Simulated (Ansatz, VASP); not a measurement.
**One calculation of Mo, two programs**

The input INCAR:

```
SYSTEM = Mo
ALGO = Normal
EDIFF = 1E-7
ENCUT = 520
GGA = PS
ISIF = 2
ISMEAR = -1
LASPH = .True.
LCHARG = .False.
LREAL = .False.
LWAVE = .False.
NBANDS = 13
NELM = 80
PREC = Accurate
SIGMA = 0.1
```

File KPOINTS:

```
k-points
0
Gamma
  14 14 13
  0 0 0
```

POSCAR

```
Mo
1.0
    2.7355104000     -0.0410326560      0.0000000000
   -1.4032905225      2.3895378280      0.0000000000
    0.0000000000      0.0000000000      2.5551807000
Mo
1
Direct
    0.0000000000      0.0000000000      0.5000000000
```

Input for Ansatz:

```yaml
crystal:
  lattice:
    - [2.7355104, -0.041032655999999994, 0.0]
    - [-1.4032905224999999, 2.389537828, 0.0]
    - [0.0, 0.0, 2.5551807]
  atoms:
    - { symbol: Mo, position: [0.0, 0.0, 0.5] }
basis:
  ecutwfc: 520.0
kpoints:
  mp_grid:
    grid: [14, 14, 13]
hamiltonian:
  xc: pbesol
  pseudopotentials:
    kind: paw
scf:
  occupations:
    method: fermi_dirac
output:
  stress: true
```

Alike in both runs: task single point; functional PBEsol; k mesh 14 × 14 × 13; no spin polarisation.

```csv
,VASP,Ansatz
version,VASP 6.6.1,Ansatz 0.2.0
potentials or method,"VASP PAW PBE potentials, release 64 (Mo_sv), cutoff 520 eV","plane waves, PAW"
occupations,"fermi-dirac, width 0.1 eV",fermi-dirac
valence electrons in the cell,14,14
```

Ansatz gave:

```
pressure (GPa)                                                : -3.4
traceless stress, the component that is largest in VASP (GPa) : -4.69
```

Task: Which values does VASP return?

Result: Pressure (GPa): -2.9; traceless stress, the component that is largest in VASP (GPa): -4.57.

VASP's potentials were made for PBE, not for PBEsol.
